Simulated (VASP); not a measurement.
# Co (Fm-3m) in VASP: a series of runs

Runs on Co. Level: PBE. Tasks: single point.

Program: VASP 6.6.1. These are calculated values, not measurements. Logs are shortened: lines on timing, memory, paths and dates and some standing lists are left out, and cuts for length are marked.

### Step 1. The cell of the first run

Symmetry: Fm-3m, No. 225, cubic system. Conventional cell: a = 3.598 Å, b = 3.598 Å, c = 3.598 Å, α = 90.00°, β = 90.00°, γ = 90.00°. Within 3.4 Å of Co (site symmetry m-3m) lie 12 Co at 2.54 Å.

### Step 2. Single point, PBE

Contents of INCAR:

```
SYSTEM = Co
PREC = Accurate ; ENCUT = 520
EDIFF = 1E-6 ; ISMEAR = 0
SIGMA = 0.1 ; LREAL = .False.
LASPH = .True. ; NELM = 80
ALGO = Normal ; ISIF = 2
LWAVE = .False. ; LCHARG = .False.
GGA = PE ; NBANDS = 16
```

Contents of KPOINTS:

```
regular mesh
0
Gamma
  11 11 11
  0 0 0
```

Contents of POSCAR:

```
Co
1.0
    3.5979000000      1.7989500000      1.7989500000
    1.7989500000      3.5979000000      1.7989500000
    1.7989500000      1.7989500000      3.5979000000
Co
2
Direct
    0.0000000000      0.0000000000      0.0000000000
    0.5000000000      0.5000000000      0.5000000000
```

Potentials or basis: VASP PAW PBE potentials, release 64 (Co).

Launch:

```console
> cat potpaw_PBE.64/Co/POTCAR > POTCAR
> mpirun -np 1 vasp_std > vasp.out
```

OUTCAR:

```text
SYSTEM = Co
   PREC = Accurate
   ENCUT = 520
   EDIFF = 1E-6
   ISMEAR = 0
   LREAL = .False.
   LASPH = .True.
   NELM = 80
   ISIF = 2
   GGA = PE

 ion  position               nearest neighbor table
   1  0.000  0.000  0.000-   2 2.54   2 2.54   2 2.54   2 2.54   2 2.54   2 2.54
   2  0.500  0.500  0.500-   1 2.54   1 2.54   1 2.54   1 2.54   1 2.54   1 2.54

  LATTYP: Found a trigonal (rhomboedric) cell.
 ALAT       =     4.4065095728
 COS(alpha) =     0.8333333333

  Lattice vectors:

 A1 = (   3.5979000000,   1.7989500000,   1.7989500000)
 A2 = (   1.7989500000,   3.5979000000,   1.7989500000)
 A3 = (   1.7989500000,   1.7989500000,   3.5979000000)

Analysis of symmetry for initial positions (statically):
=====================================================================
 Subroutine PRICEL returns following result:

  LATTYP: Found a face centered cubic cell.
 ALAT       =     3.5979000000

  Lattice vectors:

 A1 = (   0.0000000000,  -1.7989500000,   1.7989500000)
 A2 = (  -1.7989500000,   0.0000000000,   1.7989500000)
 A3 = (  -1.7989500000,  -1.7989500000,   0.0000000000)

   2 primitive cells build up your supercell.

 Routine SETGRP: Setting up the symmetry group for a
 trigonal (rhombohedral) supercell.

 Subroutine GETGRP returns: Found 12 space group operations
 (whereof 12 operations were pure point group operations)
 out of a pool of 12 trial point group operations.

The static configuration has the point symmetry D_3d.

Analysis of symmetry for dynamics (positions and initial velocities):
=====================================================================
 Subroutine PRICEL returns following result:

  LATTYP: Found a face centered cubic cell.
 ALAT       =     3.5979000000

  Lattice vectors:

 A1 = (   0.0000000000,  -1.7989500000,   1.7989500000)
 A2 = (  -1.7989500000,   0.0000000000,   1.7989500000)
 A3 = (  -1.7989500000,  -1.7989500000,   0.0000000000)

   2 primitive cells build up your supercell.

 Routine SETGRP: Setting up the symmetry group for a
 trigonal (rhombohedral) supercell.

 Subroutine GETGRP returns: Found 12 space group operations
 (whereof 12 operations were pure point group operations)
 out of a pool of 12 trial point group operations.

The dynamic configuration has the point symmetry D_3d.

 Subroutine INISYM returns: Found 12 space group operations
 (whereof 12 operations are pure point group operations),
[... 86 lines left out ...]
   ISTART =      0    job   : 0-new  1-cont  2-samecut
   ICHARG =      2    charge: 1-file 2-atom 10-const
   ISPIN  =      1    spin polarized calculation?
   LNONCOLLINEAR =      F non collinear calculations
   LSORBIT =      F    spin-orbit coupling
   LASPH  =      T    aspherical Exc in radial PAW
   ENCUT  =  520.0 eV  38.22 Ry    6.18 a.u.   8.19  8.19  8.19*2*pi/ulx,y,z
   NELM   =     80;   NELMIN=  2; NELMDL= -5     # of ELM steps
   EDIFF  = 0.1E-05   stopping-criterion for ELM
   LREAL  =      F    real-space projection
   EDIFFG = 0.1E-04   stopping-criterion for IOM
   NSW    =      0    number of steps for IOM
   IBRION =     -1    ionic relax: 0-MD 1-quasi-New 2-CG
   NFREE  =      0    steps in history (QN), initial steepest desc. (CG)
   ISIF   =      2    stress and relaxation
   ISYM   =      2    0-nonsym 1-usesym 2-fastsym
   POTIM  = 0.5000    time-step for ionic-motion
   TEBEG  =    0.0;   TEEND  =   0.0 temperature during run
   PSTRESS=    0.0 pullay stress
   NELECT =      18.0000    total number of electrons
   NUPDOWN=      -1.0000    fix difference up-down
   EMIN   =  10.00;   EMAX   =-10.00  energy-range for DOS
   EFERMI =   0.00;   METHOD = LEGACY
   ISMEAR =     0;   SIGMA  =   0.10  broadening in eV -4-tet -1-fermi 0-gaus
   EFERMI_NEDOS =   21; number of points for ismear=-14 and -15
   IALGO  =     38    algorithm
   IMIX   =      4    mixing-type and parameters
     AMIX     =   0.40;   BMIX     =  1.00
     AMIX_MAG =   1.60;   BMIX_MAG =  1.00
  volume/ion in A,a.u.               =      11.64        78.57
  Fermi-wavevector in a.u.,A,eV,Ry     =   1.502427  2.839174 30.712233  2.257285
  Thomas-Fermi vector in A             =   2.613669
   LORBIT       =      0    0 simple, 1 ext, 2 COOP (PROOUT), +10 PAW based schemes
   GGA     = PE    functional components
   LHFCALC =     F    Hartree Fock is set to
   AEXX    =    0.0000 exact exchange contribution
   IVDW    =     0    specifies the selected vdW correction
   LEPSILON=     F    determine dielectric tensor
   LRPA    =     F    only Hartree local field effects (RPA)
 non-spin polarized calculation
 Gauss-broadening in eV      SIGMA  =   0.10
  energy-cutoff  :      520.00
  volume of cell :       23.29
 maximum number of plane-waves:       663
 NGX is ok and might be reduce to    36
   NGX = 17   NGY = 17   NGZ = 17

 number of electron      18.0000003 magnetization

 Free energy of the ion-electron system (eV)
  ---------------------------------------------------
  ext. energy  EPLUGINS =         0.00000000
  ---------------------------------------------------
  free energy    TOTEN  =       -13.45812763 eV

  energy without entropy =      -13.42911288  energy(sigma->0) =      -13.44362026

 E-fermi :   9.0789     XC(G=0): -13.0108

 val. band max:        9.0772438307   @ k =  -0.4545   0.4545   0.1818
 cond. band min:       9.0790288782   @ k =  -0.3636  -0.3636   0.2727
 fundamental gap:      0.0017850476
 Fermi energy:         9.0789247955

 k-point     1 :       0.0000    0.0000    0.0000
  band No.  band energies     occupation
      1       0.7746      2.00000
      2       4.9087      2.00000
      3       7.4249      2.00000
      4       7.4249      2.00000
      5       7.4717      2.00000
      6       7.4732      2.00000
[... 433 lines left out ...]
      3       6.4105      2.00000
      4       6.8274      2.00000
      5       6.9267      2.00000
      6       7.5269      2.00000
[... 8 lines left out ...]
     15      22.4530      0.00000
     16      24.2797      0.00000

 [... further k-points ...]
[... 5 lines left out ...]
  --------------------------------------------------------------------------------------
  -------------------------------------------------------------------------------------
  Total       -3.3946425     -3.3946425     -3.3946425     -0.0157205     -0.0157205     -0.0157205
  in kB     -233.5540272   -233.5540272   -233.5540272     -1.0815840     -1.0815840     -1.0815840
  external PRESSURE =    -233.5540272 kB  Pullay stress =       0.0000000 kB

 VOLUME and BASIS-vectors are now :
 -----------------------------------------------------------------------------
  energy-cutoff  :      520.00
  volume of cell :       23.29
      direct lattice vectors                 reciprocal lattice vectors
     3.597900000  1.798950000  1.798950000     0.416909864 -0.138969955 -0.138969955
     1.798950000  3.597900000  1.798950000    -0.138969955  0.416909864 -0.138969955
     1.798950000  1.798950000  3.597900000    -0.138969955 -0.138969955  0.416909864

 POSITION                                       TOTAL-FORCE (eV/Angst)
 -----------------------------------------------------------------------------------
      0.00000      0.00000      0.00000        -0.000000     -0.000000     -0.000000
      3.59790      3.59790      3.59790         0.000000      0.000000      0.000000
 -----------------------------------------------------------------------------------
    total drift:                                0.000000      0.000000      0.000000

  FREE ENERGIE OF THE ION-ELECTRON SYSTEM (eV)
  ---------------------------------------------------
  free  energy   TOTEN  =       -13.4581276256 eV

  energy  without entropy=      -13.4291128848  energy(sigma->0) =      -13.44362026
```

stdout:

```text
POSCAR found type information on POSCAR Co
 POSCAR found :  1 types and       2 ions
 scaLAPACK will be used
 LDA part: xc-table for (Slater+PW92), standard interpolation
 POSCAR, INCAR and KPOINTS ok, starting setup
 FFT: planning ... GRIDC
 FFT: planning ... GRID_SOFT
 FFT: planning ... GRID
 WAVECAR not read
 entering main loop
```

It took 89 s on 1 thread of Intel Xeon Platinum 8488C (Sapphire Rapids), shared host; peak memory 0.23 GiB.

What came out:

```yaml
Free_energy: -13.4581 eV
Pressure: -23.4 GPa
Band_gap_on_the_k_mesh: zero (band 9 reaches 9.48 eV, above the bottom of band 10 at 8.47 eV)
```

Levels at points of the mesh, in eV from the Fermi level:
```csv
k point,band 5,band 6,band 7,band 8,band 9,band 10,band 11,band 12,band 13,band 14
"(0.00, 0.00, 0.00)",-1.61,-1.61,-1.61,-0.48,-0.48,0.03,0.28,0.28,6.25,21.19
```

Caveat: the run has no spin polarisation, though such a crystal can be magnetic.

### Step 3. Single point, PBE, collinear spin

Contents of INCAR:

```
SYSTEM = Co
PREC = Accurate
ENCUT = 520
EDIFF = 1E-6
ISMEAR = 0
SIGMA = 0.1
LREAL = .False.
LASPH = .True.
NELM = 150
ALGO = Normal
ISIF = 2
LWAVE = .False.
LCHARG = .True.
ISPIN = 2
MAGMOM = 0 3
LORBIT = 11
LMAXMIX = 4
GGA = PE
LELF = .True.
LVHAR = .True.
NBANDS = 20
```

KPOINTS is that of step 2.

POSCAR is that of step 2.

Potentials or basis: VASP PAW PBE potentials, release 64 (Co).

Launch:

```console
> cat potpaw_PBE.64/Co/POTCAR > POTCAR
> mpirun -np 1 vasp_std > vasp.out
```

Run time: 16 min. Hardware: 1 thread of Intel Xeon 8259CL, shared host; peak memory 0.31 GiB.

Results (log left out):

```
Free energy                                           : -13.9759 eV
Pressure                                              : -12.7 GPa
Net moment                                            : 3.31 μB per cell
Site moments                                          : Co +1.68 μB
Valence electrons inside the program's atomic spheres : Co 8.14
```

Levels at points of the mesh, in eV from the Fermi level:
Spin up:
```csv
k point,band 7,band 8,band 9,band 10,band 11,band 12,band 13,band 14,band 15,band 16
"(0.00, 0.00, 0.00)",-2.64,-1.73,-1.73,-0.92,-0.92,-0.26,5.51,21.01,22.42,23.61
```
Spin down:
```
           k point  band 4  band 5  band 6  band 7  band 8  band 9  band 10  band 11
(0.00, 0.00, 0.00)   -1.06   -1.05   -1.05   -1.05   -0.33    0.28     0.28     1.01
```

### Step 4. Single point, PBE, collinear spin, ferromagnetic start

Contents of INCAR:

```
SYSTEM = Co
PREC     = Accurate       ! precision mode
ENCUT    = 520            ! plane-wave cutoff, eV
EDIFF    = 1E-7           ! SCF threshold, eV
ISMEAR   = 0              ! smearing method
SIGMA    = 0.1            ! smearing width, eV
LREAL    = .False.        ! projectors in reciprocal space
LASPH    = .True.         ! aspherical terms in the spheres
NELM     = 150            ! most SCF steps
ALGO     = Normal         ! electronic algorithm
ISIF     = 2              ! what is computed and relaxed
LWAVE    = .False.        ! write WAVECAR
LCHARG   = .True.         ! write CHGCAR
ISPIN    = 2              ! spin polarisation
MAGMOM   = 3 3            ! initial moments
LORBIT   = 11             ! projections on sites
LMAXMIX  = 4              ! l up to which the mixer works
GGA      = PE             ! functional
LELF     = .True.         ! ELF
LVHAR    = .True.       
NBANDS   = 20             ! bands
```

Contents of KPOINTS:

```
Automatic mesh
0
Gamma
  11 11 11
  0 0 0
```

POSCAR is that of step 3.

Launch:

```console
> cat potpaw_PBE.64/Co/POTCAR > POTCAR
> mpirun -np 1 vasp_std > vasp.out
```

Wall time 2.2 min (1 thread of Intel Xeon 6975P-C (Granite Rapids), shared host); peak memory 0.31 GiB.

It converged, with:

- Free energy: -13.9759 eV
- Pressure: -12.7 GPa
- Net moment: 3.31 μB per cell
- Site moments: Co +1.68 μB
- Valence electrons inside the program's atomic spheres: Co 8.14

Levels at points of the mesh, in eV from the Fermi level:
Spin up:
```
           k point  band 9  band 10  band 11  band 12  band 13  band 14
(0.00, 0.00, 0.00)   -1.73    -0.92    -0.92    -0.26     5.51    21.01
```
Spin down:
| k point | band 5 | band 6 | band 7 | band 8 | band 9 | band 10 |
| --- | --- | --- | --- | --- | --- | --- |
| (0.00, 0.00, 0.00) | -1.05 | -1.05 | -1.05 | -0.33 | 0.28 | 0.28 |

### Step 5. The runs side by side

```tsv
spin	gap on the mesh (eV)	pressure (GPa)	moment (μB)
off	none	-23.4	-
collinear	none	-12.7	3.31
collinear, ferromagnetic start	none	-12.7	3.31
```

Alike in all rows: task single point; level PBE; potentials or basis VASP PAW PBE potentials, release 64 (Co); cell as given; k mesh 11 × 11 × 11; cutoff (eV) 520; smearing gaussian 0.1 eV.

Every run on the cell as given and a fine mesh finds a metal.

Total energies depend on the potentials used, so only differences within one code and one set of settings carry meaning.
